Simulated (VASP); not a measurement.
TiO2:

```xyz
3
Lattice="1.5170 0.8759 7.0734 -1.5170 0.8759 7.0734 0.0000 -1.7517 7.0734" Properties=species:S:1:pos:R:3 pbc="T T T"
Ti    0.0000    0.0000    0.0000
O     0.0000    0.0000    8.0538
O     0.0000    0.0000   13.1665
```

Base run:

```yaml
Program: VASP 6.6.1
Functional: PBEsol
Potentials_or_basis: VASP PAW PBE potentials, release 64 (Ti_sv, O)
Cutoff: 520 eV
k_mesh: 10 × 10 × 10
Occupations: fermi-dirac, width 0.05 eV
Spin: no spin polarisation
```

Its results: band gap on the k mesh 2.52 eV, indirect (least direct gap 2.72 eV); pressure -8.2 GPa; largest force 0.898 eV/Å.

Problem. The run is repeated on the same cell with these changes: functional from PBEsol to LDA; potentials or basis from VASP PAW PBE potentials, release 64 (Ti_sv, O) to VASP PAW LDA potentials, release 64 (Ti_sv, O). What comes out?

Solution. Band gap on the k mesh 2.48 eV, indirect (least direct gap 2.67 eV); pressure -11.0 GPa; largest force 1.254 eV/Å.

Caveats: the PAW data sets were made with another functional, which shifts forces and pressure a little (some runs); forces of over 1 eV/Å act on the atoms, so gaps and moduli don't describe the material at rest (some runs).

A k mesh can miss the band edges.
